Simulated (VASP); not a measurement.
# Lu (Im-3m) in VASP: a series of runs

The runs below take Lu through single point, relaxation of volume and atoms at fixed shape, with PBEsol.

Program: VASP 6.6.1. These are calculated values, not measurements. Logs are shortened: lines on timing, memory, paths and dates and some standing lists are left out, and cuts for length are marked.

## 1. The cell of the first run

Symmetry: Im-3m, No. 229, cubic system. The conventional cell has a = 3.822 Å, b = 3.822 Å, c = 3.822 Å, α = 90.00°, β = 90.00°, γ = 90.00°. Within 4.4 Å of Lu (site symmetry m-3m) lie 14 Lu at 3.31 to 3.82 Å.

## 2. Single point, PBEsol

File INCAR:

```
SYSTEM = Lu
PREC = Accurate ; ENCUT = 520
EDIFF = 1E-7 ; ISMEAR = -1
SIGMA = 0.1 ; LREAL = .False.
LASPH = .True. ; NELM = 80
ALGO = Normal ; ISIF = 2
LWAVE = .False. ; LCHARG = .True.
GGA = PS ; LELF = .True.
LVHAR = .True. ; NBANDS = 18
```

File KPOINTS:

```
Automatic mesh
0
Gamma
  8 8 8
  0 0 0
```

File POSCAR:

```
Lu
1.0
   -1.9108112325      1.9108112325      1.9108112325
    1.9108112325     -1.9108112325      1.9108112325
    1.9108112325      1.9108112325     -1.9108112325
Lu
1
Direct
    0.0000000000      0.0000000000      0.0000000000
```

Potentials or basis: VASP PAW PBE potentials, release 64 (Lu).

Started as:

```console
cat potpaw_PBE.64/Lu/POTCAR > POTCAR
mpirun -np 1 vasp_std > vasp.out
```

OUTCAR:

```text
SYSTEM = Lu
   PREC = Accurate
   ENCUT = 520
   EDIFF = 1E-7
   ISMEAR = -1
   LREAL = .False.
   LASPH = .True.
   NELM = 80
   ISIF = 2
   GGA = PS

 ion  position               nearest neighbor table
   1  0.000  0.000  0.000-

  LATTYP: Found a body centered cubic cell.
 ALAT       =     3.8216224650

  Lattice vectors:

 A1 = (  -1.9108112325,   1.9108112325,   1.9108112325)
 A2 = (   1.9108112325,  -1.9108112325,   1.9108112325)
 A3 = (   1.9108112325,   1.9108112325,  -1.9108112325)

Analysis of symmetry for initial positions (statically):
=====================================================================
 Subroutine PRICEL returns:
 Original cell was already a primitive cell.

 Routine SETGRP: Setting up the symmetry group for a
 body centered cubic supercell.

 Subroutine GETGRP returns: Found 48 space group operations
 (whereof 48 operations were pure point group operations)
 out of a pool of 48 trial point group operations.

The static configuration has the point symmetry O_h .

Analysis of symmetry for dynamics (positions and initial velocities):
=====================================================================
 Subroutine PRICEL returns:
 Original cell was already a primitive cell.

 Routine SETGRP: Setting up the symmetry group for a
 body centered cubic supercell.

 Subroutine GETGRP returns: Found 48 space group operations
 (whereof 48 operations were pure point group operations)
 out of a pool of 48 trial point group operations.

The dynamic configuration has the point symmetry O_h .

 Subroutine INISYM returns: Found 48 space group operations
 (whereof 48 operations are pure point group operations),
 and found     1 'primitive' translations

----------------------------------------------------------------------------------------

                                     Primitive cell

  volume of cell :      27.9070

  direct lattice vectors                    reciprocal lattice vectors
    -1.910811232  1.910811232  1.910811232     0.000000000  0.261668966  0.261668966
     1.910811232 -1.910811232  1.910811232     0.261668966  0.000000000  0.261668966
     1.910811232  1.910811232 -1.910811232     0.261668966  0.261668966  0.000000000

  length of vectors
[... 72 lines left out ...]
   ISTART =      0    job   : 0-new  1-cont  2-samecut
   ICHARG =      2    charge: 1-file 2-atom 10-const
   ISPIN  =      1    spin polarized calculation?
   LNONCOLLINEAR =      F non collinear calculations
   LSORBIT =      F    spin-orbit coupling
   LASPH  =      T    aspherical Exc in radial PAW
   ENCUT  =  520.0 eV  38.22 Ry    6.18 a.u.   6.15  6.15  6.15*2*pi/ulx,y,z
   NELM   =     80;   NELMIN=  2; NELMDL= -5     # of ELM steps
   EDIFF  = 0.1E-06   stopping-criterion for ELM
   LREAL  =      F    real-space projection
   EDIFFG = 0.1E-05   stopping-criterion for IOM
   NSW    =      0    number of steps for IOM
   IBRION =     -1    ionic relax: 0-MD 1-quasi-New 2-CG
   NFREE  =      0    steps in history (QN), initial steepest desc. (CG)
   ISIF   =      2    stress and relaxation
   ISYM   =      2    0-nonsym 1-usesym 2-fastsym
   POTIM  = 0.5000    time-step for ionic-motion
   TEBEG  =    0.0;   TEEND  =   0.0 temperature during run
   PSTRESS=    0.0 pullay stress
   NELECT =      25.0000    total number of electrons
   NUPDOWN=      -1.0000    fix difference up-down
   EMIN   =  10.00;   EMAX   =-10.00  energy-range for DOS
   EFERMI =   0.00;   METHOD = LEGACY
   ISMEAR =    -1;   SIGMA  =   0.10  broadening in eV -4-tet -1-fermi 0-gaus
   EFERMI_NEDOS =   21; number of points for ismear=-14 and -15
   IALGO  =     38    algorithm
   IMIX   =      4    mixing-type and parameters
     AMIX     =   0.40;   BMIX     =  1.00
     AMIX_MAG =   1.60;   BMIX_MAG =  1.00
  volume/ion in A,a.u.               =      27.91       188.33
  Fermi-wavevector in a.u.,A,eV,Ry     =   1.578158  2.982286 33.886419  2.490582
  Thomas-Fermi vector in A             =   2.678731
   LORBIT       =      0    0 simple, 1 ext, 2 COOP (PROOUT), +10 PAW based schemes
   GGA     = PS    functional components
   LHFCALC =     F    Hartree Fock is set to
   AEXX    =    0.0000 exact exchange contribution
   IVDW    =     0    specifies the selected vdW correction
   LEPSILON=     F    determine dielectric tensor
   LRPA    =     F    only Hartree local field effects (RPA)
 non-spin polarized calculation
  energy-cutoff  :      520.00
  volume of cell :       27.91
 maximum number of plane-waves:       767
 NGX is ok and might be reduce to    28
   NGX = 13   NGY = 13   NGZ = 13

 number of electron      25.0000005 magnetization

 Free energy of the ion-electron system (eV)
  ---------------------------------------------------
  ext. energy  EPLUGINS =         0.00000000
  ---------------------------------------------------
  free energy    TOTEN  =        -4.83472164 eV

  energy without entropy =       -4.76796509  energy(sigma->0) =       -4.80134337

 E-fermi :   2.3919     XC(G=0): -10.9879

 val. band max:        2.3814788732   @ k =   0.3750   0.2500   0.0000
 cond. band min:       2.4547018448   @ k =   0.2500   0.1250   0.1250
 fundamental gap:      0.0732229716
 Fermi energy:         2.3918514670

 k-point     1 :       0.0000    0.0000    0.0000
  band No.  band energies     occupation
      1     -53.8797      2.00000
      2     -24.2635      2.00000
      3     -24.2635      2.00000
      4     -24.2635      2.00000
      5      -3.8803      2.00000
      6      -2.6584      2.00000
[... 481 lines left out ...]
      5      -2.6411      2.00000
      6      -2.6216      2.00000
[... 10 lines left out ...]
     17       7.9940      0.00000
     18      12.8689      0.00000

 [... further k-points ...]

------------------------ aborting loop because EDIFF is reached ----------------------------------------

  FORCE on cell =-STRESS in cart. coord.  units (eV):
  Direction    XX          YY          ZZ          XY          YZ          ZX
  --------------------------------------------------------------------------------------
  -------------------------------------------------------------------------------------
  Total        0.0249866      0.0249866      0.0249866      0.0000000      0.0000000     -0.0000000
  in kB        1.4345100      1.4345100      1.4345100      0.0000000      0.0000000     -0.0000000
  external PRESSURE =       1.4345100 kB  Pullay stress =       0.0000000 kB

 VOLUME and BASIS-vectors are now :
 -----------------------------------------------------------------------------
  energy-cutoff  :      520.00
  volume of cell :       27.91
      direct lattice vectors                 reciprocal lattice vectors
    -1.910811232  1.910811232  1.910811232     0.000000000  0.261668966  0.261668966
     1.910811232 -1.910811232  1.910811232     0.261668966  0.000000000  0.261668966
     1.910811232  1.910811232 -1.910811232     0.261668966  0.261668966  0.000000000

 POSITION                                       TOTAL-FORCE (eV/Angst)
 -----------------------------------------------------------------------------------
      0.00000      0.00000      0.00000         0.000000      0.000000      0.000000
 -----------------------------------------------------------------------------------
    total drift:                                0.000000     -0.000000     -0.000000

  FREE ENERGIE OF THE ION-ELECTRON SYSTEM (eV)
  ---------------------------------------------------
  free  energy   TOTEN  =        -4.8347216415 eV

  energy  without entropy=       -4.7679650944  energy(sigma->0) =       -4.80134337
```

OSZICAR:

```text
N       E                     dE             d eps       ncg     rms          rms(c)
DAV:   1     0.803893639751E+02    0.80389E+02   -0.10370E+04  1300   0.477E+03
DAV:   2     0.955655084493E+00   -0.79434E+02   -0.77410E+02  1096   0.344E+02
DAV:   3    -0.472387571217E+01   -0.56795E+01   -0.56263E+01  1170   0.733E+01
DAV:   4    -0.494489263802E+01   -0.22102E+00   -0.21998E+00  1492   0.117E+01
DAV:   5    -0.494957303687E+01   -0.46804E-02   -0.46788E-02  1224   0.148E+00    0.350E+00
DAV:   6    -0.485701875623E+01    0.92554E-01   -0.27444E-01  1690   0.891E+00    0.156E+00
DAV:   7    -0.483679961150E+01    0.20219E-01   -0.34449E-02  1420   0.147E+00    0.352E-01
DAV:   8    -0.483458491058E+01    0.22147E-02   -0.56980E-03  1632   0.728E-01    0.106E-01
DAV:   9    -0.483472273868E+01   -0.13783E-03   -0.54907E-04  1270   0.287E-01    0.428E-02
DAV:  10    -0.483472043687E+01    0.23018E-05   -0.74473E-05  1450   0.101E-01    0.124E-02
DAV:  11    -0.483472190631E+01   -0.14694E-05   -0.41956E-06  1226   0.227E-02    0.390E-03
DAV:  12    -0.483472170367E+01    0.20264E-06   -0.25265E-07  1060   0.580E-03    0.384E-04
DAV:  13    -0.483472164154E+01    0.62126E-07   -0.28829E-08   644   0.223E-03
   1 F= -.48347216E+01 E0= -.48013434E+01  d E =-.667565E-01
```

Run time: 12 s. Hardware: 1 thread of Intel Xeon Platinum 8488C (Sapphire Rapids), shared host; peak memory 0.17 GiB.

What came out:

| Property | Result |
| --- | --- |
| Free energy | -4.8347 eV |
| Pressure | 0.1 GPa |

Levels at points of the mesh, in eV from the Fermi level:
| k point | band 10 | band 11 | band 12 | band 13 | band 14 | band 15 |
| --- | --- | --- | --- | --- | --- | --- |
| (0.00, 0.00, 0.00) | -4.94 | -4.94 | -4.92 | 2.15 | 2.15 | 2.15 |
| (0.50, 0.00, 0.00) | -4.95 | -4.94 | -2.63 | 0.32 | 0.64 | 4.29 |
| (0.50, 0.50, 0.50) | -4.94 | -4.94 | -1.64 | -1.64 | 6.02 | 6.02 |

Caveat: the PAW data sets were made with another functional, which shifts forces and pressure a little; spin-orbit coupling is left out, which moves the levels of the heavy elements.

## 3. Relaxation of volume and atoms at fixed shape, PBEsol

This run uses another cell than the first one, of 29.85 Å³/atom, 1.070 times its volume.

File INCAR:

```
PREC     = Accurate       # precision mode
ENCUT    = 600            # plane-wave cutoff, eV
EDIFF    = 1E-7           # SCF threshold, eV
ISMEAR   = -1             # smearing method
SIGMA    = 0.1            # smearing width, eV
LREAL    = False          # projectors in reciprocal space
LASPH    = True           # aspherical terms in the spheres
NELM     = 80             # most SCF steps
ALGO     = Normal         # electronic algorithm
ISIF     = 8              # what is computed and relaxed
LWAVE    = False          # write WAVECAR
LCHARG   = False          # write CHGCAR
GGA      = PS             # functional
IBRION   = 2              # ionic algorithm
NSW      = 80             # ionic steps
EDIFFG   = -0.02          # ionic threshold
```

File KPOINTS:

```
regular mesh
0
Gamma
  8 8 8
```

File POSCAR:

```
Lu
1.0
   -1.9541070000      1.9541070000      1.9541070000
    1.9541070000     -1.9541070000      1.9541070000
    1.9541070000      1.9541070000     -1.9541070000
Lu
1
Direct
    0.0000000000      0.0000000000      0.0000000000
```

Potentials or basis: VASP PAW PBE potentials, release 64 (Lu).

Started as:

```console
cat potpaw_PBE.64/Lu/POTCAR > POTCAR
mpirun -np 1 vasp_std > vasp.out
```

OUTCAR:

```text
PREC = Accurate
   ENCUT = 600
   EDIFF = 1E-7
   ISMEAR = -1
   LREAL = False
   LASPH = True
   NELM = 80
   ISIF = 8
   GGA = PS
   IBRION = 2
   NSW = 80
   EDIFFG = -0.02

 ion  position               nearest neighbor table
   1  0.000  0.000  0.000-

  LATTYP: Found a body centered cubic cell.
 ALAT       =     3.9082140000

  Lattice vectors:

 A1 = (  -1.9541070000,   1.9541070000,   1.9541070000)
 A2 = (   1.9541070000,  -1.9541070000,   1.9541070000)
 A3 = (   1.9541070000,   1.9541070000,  -1.9541070000)

Analysis of symmetry for initial positions (statically):
=====================================================================
 Subroutine PRICEL returns:
 Original cell was already a primitive cell.

 Routine SETGRP: Setting up the symmetry group for a
 body centered cubic supercell.

 Subroutine GETGRP returns: Found 48 space group operations
 (whereof 48 operations were pure point group operations)
 out of a pool of 48 trial point group operations.

The static configuration has the point symmetry O_h .

Analysis of symmetry for dynamics (positions and initial velocities):
=====================================================================
 Subroutine PRICEL returns:
 Original cell was already a primitive cell.

 Routine SETGRP: Setting up the symmetry group for a
 body centered cubic supercell.

 Subroutine GETGRP returns: Found 48 space group operations
 (whereof 48 operations were pure point group operations)
 out of a pool of 48 trial point group operations.

The dynamic configuration has the point symmetry O_h .

 Subroutine INISYM returns: Found 48 space group operations
 (whereof 48 operations are pure point group operations),
 and found     1 'primitive' translations

----------------------------------------------------------------------------------------
[... 118 lines left out ...]
   AEXX    =    0.0000 exact exchange contribution
   IVDW    =     0    specifies the selected vdW correction
   LEPSILON=     F    determine dielectric tensor
   LRPA    =     F    only Hartree local field effects (RPA)
 conjugate gradient relaxation of ions
 non-spin polarized calculation
  energy-cutoff  :      600.00
  volume of cell :       29.85
 maximum number of plane-waves:      1009
   NGX = 13   NGY = 13   NGZ = 13

--------------------------------------- Ionic step        1  -------------------------------------------

 number of electron      24.9999996 magnetization

 Free energy of the ion-electron system (eV)
  ---------------------------------------------------
  ext. energy  EPLUGINS =         0.00000000
  ---------------------------------------------------
  free energy    TOTEN  =        -4.82028245 eV

  energy without entropy =       -4.74919170  energy(sigma->0) =       -4.78473708

------------------------ aborting loop because EDIFF is reached ----------------------------------------

  FORCE on cell =-STRESS in cart. coord.  units (eV):
  Direction    XX          YY          ZZ          XY          YZ          ZX
  --------------------------------------------------------------------------------------
  -------------------------------------------------------------------------------------
  Total       -0.4850588     -0.4850588     -0.4850588     -0.0000000      0.0000000     -0.0000000
  in kB      -26.0375408    -26.0375408    -26.0375408     -0.0000000      0.0000000     -0.0000000
  external PRESSURE =     -26.0375408 kB  Pullay stress =       0.0000000 kB
[... 57 lines left out ...]
--------------------------------------- Ionic step        3  -------------------------------------------

 number of electron      25.0000003 magnetization

 Free energy of the ion-electron system (eV)
  ---------------------------------------------------
  ext. energy  EPLUGINS =         0.00000000
  ---------------------------------------------------
  free energy    TOTEN  =        -4.83566369 eV

  energy without entropy =       -4.76862531  energy(sigma->0) =       -4.80214450

 E-fermi :   2.3711     XC(G=0): -10.9633

 val. band max:        2.3630152456   @ k =   0.3750   0.2500   0.0000
 cond. band min:       2.4337984949   @ k =   0.2500   0.1250   0.1250
 fundamental gap:      0.0707832493
 Fermi energy:         2.3711413680

 k-point     1 :       0.0000    0.0000    0.0000
  band No.  band energies     occupation
      1     -53.9110      2.00000
      2     -24.2983      2.00000
      3     -24.2983      2.00000
      4     -24.2983      2.00000
      5      -3.8875      2.00000
      6      -2.6866      2.00000
[... 433 lines left out ...]
      3     -24.5635      2.00000
      4     -24.5094      2.00000
      5      -2.6697      2.00000
      6      -2.6502      2.00000
[... 8 lines left out ...]
     15       4.9036      0.00000
     16       7.0593      0.00000

 [... further k-points ...]

------------------------ aborting loop because EDIFF is reached ----------------------------------------

  FORCE on cell =-STRESS in cart. coord.  units (eV):
  Direction    XX          YY          ZZ          XY          YZ          ZX
  --------------------------------------------------------------------------------------
  -------------------------------------------------------------------------------------
  Total       -0.0028469     -0.0028469     -0.0028469      0.0000000      0.0000000     -0.0000000
  in kB       -0.1626314     -0.1626314     -0.1626314      0.0000000      0.0000000     -0.0000000
  external PRESSURE =      -0.1626314 kB  Pullay stress =       0.0000000 kB
[... 16 lines left out ...]
  FREE ENERGIE OF THE ION-ELECTRON SYSTEM (eV)
  ---------------------------------------------------
  free  energy   TOTEN  =        -4.8356636926 eV

  energy  without entropy=       -4.7686253112  energy(sigma->0) =       -4.80214450

 reached required accuracy - stopping structural energy minimisation
```

OSZICAR:

```text
N       E                     dE             d eps       ncg     rms          rms(c)
DAV:   1     0.854872916707E+02    0.85487E+02   -0.11756E+04  1136   0.574E+03
DAV:   2    -0.555674418456E-01   -0.85543E+02   -0.84418E+02  1000   0.363E+02
DAV:   3    -0.469584207192E+01   -0.46403E+01   -0.46011E+01  1160   0.722E+01
[... 32 lines left out ...]
DAV:   6    -0.483562219092E+01   -0.15373E-03   -0.20193E-04  1280   0.153E-01    0.262E-02
DAV:   7    -0.483566410444E+01   -0.41914E-04   -0.11433E-04  1736   0.713E-02    0.795E-03
DAV:   8    -0.483566378723E+01    0.31721E-06   -0.28348E-06  1120   0.184E-02    0.143E-03
DAV:   9    -0.483566361964E+01    0.16759E-06   -0.18807E-07   936   0.418E-03    0.545E-04
DAV:  10    -0.483566369257E+01   -0.72929E-07   -0.27838E-08   520   0.256E-03
   3 F= -.48356637E+01 E0= -.48021445E+01  d E =-.153812E-01
```

CONTCAR:

```text
Lu
   1.00000000000000
    -1.9139969429164154    1.9139969429164154    1.9139969429164154
     1.9139969429164154   -1.9139969429164154    1.9139969429164154
     1.9139969429164154    1.9139969429164154   -1.9139969429164154
  Lu
     1
Direct
     0.0000000000000000    0.0000000000000000    0.0000000000000000

  0.00000000E+00  0.00000000E+00  0.00000000E+00
```

It took 34 s on 1 thread of Intel Xeon Platinum 8488C (Sapphire Rapids), shared host; peak memory 0.18 GiB.

Results:

```yaml
Free_energy: -4.8357 eV
Relaxed_volume: 28.05 Å³/atom
Relaxed_cell: a = 3.315 Å, b = 3.315 Å, c = 3.315 Å, α = 109.47°, β = 109.47°, γ = 109.47°
Space_group_after_relaxing_to_0.05_Å: Im-3m (No. 229)
Energy_gained_by_relaxing: 15.4 meV/atom
Ionic_steps: 3
Pressure_after_relaxing: 0.0 GPa
```

The path:
| step | energy change (eV) | largest force (eV/Å) | pressure (GPa) | volume (Å³) |
| --- | --- | --- | --- | --- |
| 1 | 0.0000 | 0.0000 | -2.60 | 29.85 |
| 2 | -0.0151 | 0.0000 | 0.43 | 27.80 |
| 3 | -0.0154 | 0.0000 | -0.02 | 28.05 |

Final structure:
```
Lu
1.0
    -1.91400    1.91400    1.91400
     1.91400   -1.91400    1.91400
     1.91400    1.91400   -1.91400
Lu
1
Cartesian
  0.0000 0.0000 0.0000
```

Levels at points of the mesh, in eV from the Fermi level:
```
           k point  band 9  band 10  band 11  band 12  band 13  band 14  band 15  band 16
(0.00, 0.00, 0.00)   -4.95    -4.95    -4.95    -4.93     2.14     2.14     2.14     4.50
(0.50, 0.00, 0.00)   -4.97    -4.96    -4.94    -2.62     0.32     0.62     4.27     5.29
(0.50, 0.50, 0.50)   -4.95    -4.95    -4.95    -1.63    -1.63     5.98     5.98     5.98
```

Caveat: the PAW data sets were made with another functional, which shifts forces and pressure a little; spin-orbit coupling is left out, which moves the levels of the heavy elements.
